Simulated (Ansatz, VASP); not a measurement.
## Two plane-wave programs on In3GaP4

```
Ga In P
1.0
     4.09447    0.00000    0.00000
     0.00000    4.09891    5.80208
     0.00000   -4.09891    5.80208
Ga In P
1 3 4
Direct
  0.00000 0.99960 0.99960
  0.50000 0.00074 0.49943
  0.50000 0.49943 0.00074
  0.00000 0.49934 0.49934
  0.50000 0.11488 0.11488
  0.00000 0.11959 0.64147
  0.00000 0.64147 0.11959
  0.50000 0.62493 0.62493
```

Alike in both runs: task single point; functional PBE; k mesh 6 × 4 × 4; no spin polarisation.

```csv
,VASP,Ansatz
version,VASP 6.6.1,Ansatz 0.2.0
potentials or method,"VASP PAW PBE potentials, release 64 (Ga_d, In_d, P)","plane waves, PAW"
plane-wave cutoff (eV),500,420
occupations,"gaussian, width 0.01 eV",fixed
valence electrons in the cell,72,72
```

```tsv
	VASP	Ansatz	Ansatz less VASP
gap on the k mesh at the Fermi level (eV)	0.56	0.57	+0.006
pressure (GPa)	1.8	1.8	+0.05
rms of the force components (eV/Å)	0.012	0.012	+0.0006
```

Atom by atom the forces differ by 0.002 eV/Å (rms over components).
